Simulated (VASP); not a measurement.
AlP, 2 atoms in the cell. The structure is cubic, space group F-43m (No. 216). The conventional cell has a = 5.386 Å, b = 5.386 Å, c = 5.386 Å, α = 90.00°, β = 90.00°, γ = 90.00°. Within 3.1 Å of Al (site symmetry -43m) lie 4 P at 2.33 Å. Within 3.1 Å of P (site symmetry -43m) lie 4 Al at 2.33 Å.  This cell differs from its parent crystal: volume changed by -5%.

```yaml
Program: VASP 6.6.1
Task: single point
Functional: PBE
Potentials_or_basis: VASP PAW PBE potentials, release 64 (Al, P)
Cutoff: 500 eV
k_mesh: 6 × 6 × 6
Occupations: gaussian, width 0.01 eV
Spin: no spin polarisation
Dipole_correction: no
Further_INCAR_settings: ALGO = Normal; EDIFF = 1e-06; NBANDS = 11
```

Potentials or basis: VASP PAW PBE potentials, release 64 (Al, P).

Run with:

```console
$ cat potpaw_PBE.64/Al/POTCAR potpaw_PBE.64/P/POTCAR > POTCAR
$ mpirun -np 1 vasp_std > vasp.out
```

Hardware: 1 thread of Intel(R) Xeon(R) Platinum 8259CL CPU @ 2.50GHz (Skylake/Cascade Lake) (shared host).

Question: Estimate the wall time of this run.

Answer: Run time: 9.6 s on 1 thread of Intel(R) Xeon(R) Platinum 8259CL CPU @ 2.50GHz (Skylake/Cascade Lake), with other jobs on the host, peak memory 0.14 GiB. Counts: scf iterations 12, k points 16.
